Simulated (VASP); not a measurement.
Crystal: ZrSi7.

```xyz
8
Lattice="5.7335 0.0000 0.0000 0.0000 5.7335 0.0000 0.0000 0.0000 5.7335" Properties=species:S:1:pos:R:3 pbc="T T T"
Zr    0.0000    0.0000    0.0000
Si    1.4484    1.4484    1.4484
Si    0.0000    2.8667    2.8667
Si    2.8667    2.8667    0.0000
Si    2.8667    0.0000    2.8667
Si    4.2851    1.4484    4.2851
Si    4.2851    4.2851    1.4484
Si    1.4484    4.2851    4.2851
```

| Quantity | Value |
| --- | --- |
| Program | VASP 6.6.1 |
| Task | relaxation of cell and atoms |
| Functional | PBEsol |
| Potentials or basis | VASP PAW PBE potentials, release 64 (Zr_sv, Si) |
| Cutoff | 600 eV |
| k mesh | 4 × 4 × 4 |
| Occupations | gaussian, width 0.1 eV |
| Spin | no spin polarisation |

At the start: pressure -3.0 GPa; volume 23.56 Å³/atom.

Question: How do energy, volume and symmetry change on relaxing?

Answer: Over 5 steps the energy falls by 78.5 meV/atom and the volume is 21.97 Å³/atom (-6.7 %); space group P-43m (No. 215, to 0.1 Å) before and after.

The path:
```
step  energy change (eV)  largest force (eV/Å)  pressure (GPa)  volume (Å³)
   1              0.0000                1.8679           -3.00       188.48
   2             -0.5691                0.6765            0.16       176.68
   3             -0.6061                0.2715            1.55       172.82
   4             -0.6208                0.1489           -0.83       177.48
   5             -0.6277                0.0017            0.00       175.77
```

Final structure:
```
Zr Si
1.0
     5.60167    0.00000    0.00000
     0.00000    5.60167    0.00000
     0.00000    0.00000    5.60167
Zr Si
1 7
Cartesian
  0.0000 0.0000 0.0000
  1.4915 1.4915 1.4915
  0.0000 2.8008 2.8008
  2.8008 2.8008 0.0000
  2.8008 0.0000 2.8008
  4.1102 1.4915 4.1102
  4.1102 4.1102 1.4915
  1.4915 4.1102 4.1102
```

Caveat: the PAW data sets were made with another functional, which shifts forces and pressure a little.
